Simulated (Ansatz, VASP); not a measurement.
**Ge in VASP and in Ansatz**

```
Ge
1.0
     4.15059    0.00000    0.00000
    -2.07529    3.59451    0.00000
     0.00000    0.00000   12.79750
Ge
8
Direct
  0.00000 0.00000 0.40396
  0.00000 0.00000 0.59604
  0.00000 0.00000 0.90396
  0.00000 0.00000 0.09604
  0.33333 0.66667 0.34420
  0.66667 0.33333 0.65580
  0.66667 0.33333 0.84420
  0.33333 0.66667 0.15580
```

Alike in both runs: task single point; functional PBE; k mesh 15 × 15 × 4; occupations gaussian, width 0.15 eV; no spin polarisation.

|  | VASP | Ansatz |
| --- | --- | --- |
| version | VASP 6.6.1 | Ansatz 0.2.0 |
| potentials or method | VASP PAW PBE potentials, release 64 (Ge_d), cutoff 520 eV | scalar-relativistic, plane waves, PAW |
| valence electrons in the cell | 112 | 112 |

Ansatz gave:

| Item | Value |
| --- | --- |
| gap on the k mesh at the Fermi level (eV) | none |
| pressure (GPa) | 0.3 |
| traceless stress, the component that is largest in VASP (GPa) | 5.50 |
| rms of the force components (eV/Å) | 0.229 |

Problem. Which values does VASP return?

Solution. gap on the k mesh at the Fermi level (eV): none; pressure (GPa): 0.2; traceless stress, the component that is largest in VASP (GPa): 5.49; rms of the force components (eV/Å): 0.228.

Atom by atom the forces differ by 0.001 eV/Å (rms over components). A gap of «none» marks a metal or a gap that the smearing closes.
